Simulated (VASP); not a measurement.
Crystal: ZrB2.

```
CELL_PARAMETERS angstrom
3.17000 0.00000 0.00000
-1.58500 2.74530 0.00000
0.00000 0.00000 3.53300
ATOMIC_POSITIONS crystal
Zr 0.00000 0.00000 0.00000
B 0.33333 0.66667 0.50000
B 0.66667 0.33333 0.50000
```

```yaml
Program: VASP 6.6.1
Task: relaxation of cell and atoms
Functional: LDA
Potentials_or_basis: VASP PAW LDA potentials, release 64 (Zr_sv, B)
Cutoff: 600 eV
k_mesh: 16 × 16 × 14
Occupations: gaussian, width 0.2 eV
Spin: no spin polarisation
```

At the start: pressure -8.4 GPa; volume 10.25 Å³/atom.

Question: How do energy, volume and symmetry change on relaxing?

Answer: Over 20 steps the energy falls by 9.3 meV/atom and the volume is 9.90 Å³/atom (-3.4 %); space group P6/mmm (No. 191, to 0.05 Å).

Step by step:
```
step  energy change (eV)  largest force (eV/Å)  pressure (GPa)  volume (Å³)
   1              0.0000                0.0000           -8.35        30.75
   2              0.0209                0.0000           12.57        28.43
   3             -0.0277                0.0000           -0.10        29.72
   4             -0.0277                0.0000            0.03        29.70
   5             -0.0278                0.0000            0.08        29.70
   6             -0.0278                0.0000            0.08        29.70
   7             -0.0278                0.0000            0.09        29.70
   8             -0.0278                0.0000            0.09        29.70
   9             -0.0278                0.0000            0.09        29.70
  10             -0.0278                0.0000           -0.05        29.72
  11             -0.0278                0.0000           -0.04        29.71
  12             -0.0278                0.0000            0.00        29.71
  13             -0.0278                0.0000            0.01        29.71
  14             -0.0278                0.0000            0.02        29.71
  15             -0.0278                0.0000            0.02        29.71
  16             -0.0278                0.0000            0.02        29.71
  17             -0.0278                0.0000           -0.01        29.71
  18             -0.0278                0.0000            0.00        29.71
  19             -0.0278                0.0000           -0.01        29.71
  20             -0.0278                0.0000            0.00        29.71
```

Final structure:
```
CELL_PARAMETERS angstrom
3.13502 0.00000 0.00000
-1.56751 2.71501 0.00000
0.00000 0.00000 3.49058
ATOMIC_POSITIONS crystal
Zr 0.00000 0.00000 0.00000
B 0.33333 0.66667 0.50000
B 0.66667 0.33333 0.50000
```
